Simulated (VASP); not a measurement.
# Nb (P1) in VASP: single point with LDA

Aim: the single point of Nb with LDA.

Program: VASP 6.6.1. These are calculated values, not measurements. Logs are shortened: lines on timing, memory, paths and dates and some standing lists are left out, and cuts for length are marked.

### Step 1. The cell of the first run

The typed cell holds 4 atoms: a = 5.764 Å, b = 5.764 Å, c = 2.882 Å, α = 109.47°, β = 109.47°, γ = 109.47°.

### Step 2. Single point, LDA

INCAR

```
ALGO = Normal ; EDIFF = 1E-6
ENCUT = 520 ; GGA = CA
ISIF = 2 ; ISMEAR = -1
LASPH = T ; LCHARG = T
LELF = T ; LREAL = F
LVHAR = T ; LWAVE = F
NBANDS = 34 ; NELM = 60
PREC = Accurate ; SIGMA = 0.08
```

KPOINTS

```
k-points
0
Gamma
  4 4 8
```

POSCAR

```
Nb
1.0
   -3.3279000000      3.3279000000      3.3279000000
    3.3279000000     -3.3279000000      3.3279000000
    1.6639500000      1.6639500000     -1.6639500000
Nb
4
Direct
    0.0147635145      0.0080036960      0.0400156255
   -0.0009689294      0.5042654527     -0.0167315725
    0.4917506536     -0.0086357763     -0.0177805823
    0.4944547613      0.4963666276     -0.0055034707
```

Potentials or basis: VASP PAW LDA potentials, release 64 (Nb_sv).

Run with:

```
> cat potpaw_LDA.64/Nb_sv/POTCAR > POTCAR
> mpirun -np 1 vasp_std > vasp.out
```

OUTCAR:

```text
EDIFF = 1E-6
   ENCUT = 520
   GGA = CA
   ISIF = 2
   ISMEAR = -1
   LASPH = T
   LREAL = F
   NELM = 60
   PREC = Accurate

 ion  position               nearest neighbor table
   1  0.015  0.008  0.040-   4 2.78   2 2.82   3 2.84   3 2.93   2 2.95   4 2.99
   2  0.999  0.504  0.983-   1 2.82   3 2.84   4 2.86   4 2.90   3 2.92   1 2.95
   3  0.492  0.991  0.982-   1 2.84   2 2.84   4 2.87   4 2.89   2 2.92   1 2.93
   4  0.494  0.496  0.994-   1 2.78   2 2.86   3 2.87   3 2.89   2 2.90   1 2.99

  LATTYP: Found a trigonal (rhomboedric) cell.
 ALAT       =     5.5186978199
 COS(alpha) =    -0.4545454545

  Lattice vectors:

 A1 = (  -1.6639500000,  -1.6639500000,  -4.9918500000)
 A2 = (  -1.6639500000,   4.9918500000,   1.6639500000)
 A3 = (   4.9918500000,  -1.6639500000,   1.6639500000)

Analysis of symmetry for initial positions (statically):
=====================================================================
 Subroutine PRICEL returns:
 Original cell was already a primitive cell.

 Routine SETGRP: Setting up the symmetry group for a
 trigonal (rhombohedral) supercell.

 Subroutine GETGRP returns: Found  1 space group operations
 (whereof  1 operations were pure point group operations)
 out of a pool of 12 trial point group operations.

The static configuration has the point symmetry C_1 .

Analysis of symmetry for dynamics (positions and initial velocities):
=====================================================================
 Subroutine PRICEL returns:
 Original cell was already a primitive cell.

 Routine SETGRP: Setting up the symmetry group for a
 trigonal (rhombohedral) supercell.

 Subroutine GETGRP returns: Found  1 space group operations
 (whereof  1 operations were pure point group operations)
 out of a pool of 12 trial point group operations.

The dynamic configuration has the point symmetry C_1 .

 Subroutine INISYM returns: Found  1 space group operations
 (whereof  1 operations are pure point group operations),
 and found     1 'primitive' translations

----------------------------------------------------------------------------------------

                                     Primitive cell

[... 101 lines left out ...]
   NGX,Y,Z   is equivalent  to a cutoff of  13.84, 13.84, 13.84 a.u.
   NGXF,Y,Z  is equivalent  to a cutoff of  27.69, 27.69, 27.69 a.u.
 SYSTEM =  unknown system
   PREC   = accura    normal or accurate (medium, high low for compatibility)
   ISTART =      0    job   : 0-new  1-cont  2-samecut
   ICHARG =      2    charge: 1-file 2-atom 10-const
   ISPIN  =      1    spin polarized calculation?
   LNONCOLLINEAR =      F non collinear calculations
   LSORBIT =      F    spin-orbit coupling
   LASPH  =      T    aspherical Exc in radial PAW
   ENCUT  =  520.0 eV  38.22 Ry    6.18 a.u.  10.72 10.72  5.36*2*pi/ulx,y,z
   NELM   =     60;   NELMIN=  2; NELMDL= -5     # of ELM steps
   EDIFF  = 0.1E-05   stopping-criterion for ELM
   LREAL  =      F    real-space projection
[... 7 lines left out ...]
   TEBEG  =    0.0;   TEEND  =   0.0 temperature during run
   PSTRESS=    0.0 pullay stress
   NELECT =      52.0000    total number of electrons
   NUPDOWN=      -1.0000    fix difference up-down
   EMIN   =  10.00;   EMAX   =-10.00  energy-range for DOS
   EFERMI =   0.00;   METHOD = LEGACY
   ISMEAR =    -1;   SIGMA  =   0.08  broadening in eV -4-tet -1-fermi 0-gaus
   EFERMI_NEDOS =   21; number of points for ismear=-14 and -15
   IALGO  =     38    algorithm
   IMIX   =      4    mixing-type and parameters
     AMIX     =   0.40;   BMIX     =  1.00
     AMIX_MAG =   1.60;   BMIX_MAG =  1.00
  volume/ion in A,a.u.               =      18.43       124.36
  Fermi-wavevector in a.u.,A,eV,Ry     =   1.457345  2.753983 28.896790  2.123854
  Thomas-Fermi vector in A             =   2.574157
   LORBIT       =      0    0 simple, 1 ext, 2 COOP (PROOUT), +10 PAW based schemes
   GGA     = CA    functional components
   LHFCALC =     F    Hartree Fock is set to
   AEXX    =    0.0000 exact exchange contribution
   IVDW    =     0    specifies the selected vdW correction
   LEPSILON=     F    determine dielectric tensor
   LRPA    =     F    only Hartree local field effects (RPA)
 non-spin polarized calculation
  energy-cutoff  :      520.00
  volume of cell :       73.71
 maximum number of plane-waves:      2029
 NGX is ok and might be reduce to    48
   NGX = 21   NGY = 21   NGZ = 11

 number of electron      52.0000000 magnetization

 Free energy of the ion-electron system (eV)
  ---------------------------------------------------
  ext. energy  EPLUGINS =         0.00000000
  ---------------------------------------------------
  free energy    TOTEN  =       -44.90718823 eV

  energy without entropy =      -44.79182174  energy(sigma->0) =      -44.84950498

 E-fermi :  10.6212     XC(G=0): -12.5970

 val. band max:       10.6158337196   @ k =   0.5000   0.0000  -0.2500
 cond. band min:      10.6244412566   @ k =   0.2500   0.0000  -0.1250
 fundamental gap:      0.0086075371
 Fermi energy:        10.6211677582

 k-point     1 :       0.0000    0.0000    0.0000
  band No.  band energies     occupation
      1     -43.4417      2.00000
      2     -43.2128      2.00000
      3     -43.2087      2.00000
      4     -43.1998      2.00000
      5     -20.2377      2.00000
      6     -20.2290      2.00000
[... 877 lines left out ...]
     33      13.1829      0.00000
     34      14.4304      0.00000

 [... further k-points ...]

------------------------ aborting loop because EDIFF is reached ----------------------------------------

  FORCE on cell =-STRESS in cart. coord.  units (eV):
  Direction    XX          YY          ZZ          XY          YZ          ZX
  --------------------------------------------------------------------------------------
  -------------------------------------------------------------------------------------
  Total       -5.3391220     -5.3433190     -5.3175891     -0.0085578     -0.1287007      0.0565175
  in kB     -116.0485259   -116.1397505   -115.5804981     -0.1860090     -2.7973741      1.2284367
  external PRESSURE =    -115.9229249 kB  Pullay stress =       0.0000000 kB

 VOLUME and BASIS-vectors are now :
 -----------------------------------------------------------------------------
  energy-cutoff  :      520.00
  volume of cell :       73.71
      direct lattice vectors                 reciprocal lattice vectors
    -3.327900000  3.327900000  3.327900000     0.000000000  0.150244899  0.150244899
     3.327900000 -3.327900000  3.327900000     0.150244899  0.000000000  0.150244899
     1.663950000  1.663950000 -1.663950000     0.300489798  0.300489798  0.000000000

 POSITION                                       TOTAL-FORCE (eV/Angst)
 -----------------------------------------------------------------------------------
      0.04409      0.08908      0.00918        -0.287554     -0.748912     -0.114051
     -0.01042      3.28264      3.36671        -0.050478      0.320962     -0.341488
      3.29703     -0.02830      3.30129         0.216892      0.171442      0.219907
      1.66115      1.64843      1.64256         0.121140      0.256508      0.235632
 -----------------------------------------------------------------------------------
    total drift:                                0.000044     -0.000033     -0.000057

  FREE ENERGIE OF THE ION-ELECTRON SYSTEM (eV)
  ---------------------------------------------------
  free  energy   TOTEN  =       -44.9071882263 eV

  energy  without entropy=      -44.7918217360  energy(sigma->0) =      -44.84950498
```

It took 3.2 min on 1 thread of Intel Xeon Platinum 8259CL at 2.50GHz (Skylake/Cascade Lake), shared host; peak memory 0.26 GiB.

What came out:

| Item | Value |
| --- | --- |
| Free energy | -44.9072 eV |
| Pressure | -11.6 GPa |
| Largest force | 0.810 eV/Å |
| Band gap on the k mesh | zero (bands 26 and 27 overlap by 3.25 eV) |

Forces in eV/Å, atoms in the order of the input:
```
Nb  -0.288 -0.749 -0.114
Nb  -0.050  0.321 -0.341
Nb   0.217  0.171  0.220
Nb   0.121  0.257  0.236
```

Levels at points of the mesh, in eV from the Fermi level:
```csv
k point,band 24,band 25,band 26,band 27,band 28,band 29
"(0.00, 0.00, 0.00)",0.35,0.39,0.39,2.28,2.29,2.31
"(0.50, 0.00, 0.00)",-0.61,-0.46,-0.27,-0.20,0.27,2.33
"(0.50, 0.50, 0.00)",-0.70,-0.34,-0.20,-0.11,0.05,2.45
"(0.00, 0.50, 0.00)",-0.68,-0.41,-0.27,-0.07,0.04,2.49
"(0.00, 0.00, 0.50)",-1.55,2.26,2.28,2.28,3.17,3.22
"(0.50, 0.00, 0.50)",-1.21,-0.32,-0.27,0.58,1.09,1.61
"(0.50, 0.50, 0.50)",-1.10,-0.37,-0.21,0.74,0.93,1.70
"(0.00, 0.50, 0.50)",-1.09,-0.32,-0.29,0.80,0.82,1.72
```

Caveat: the cell stands under tension.
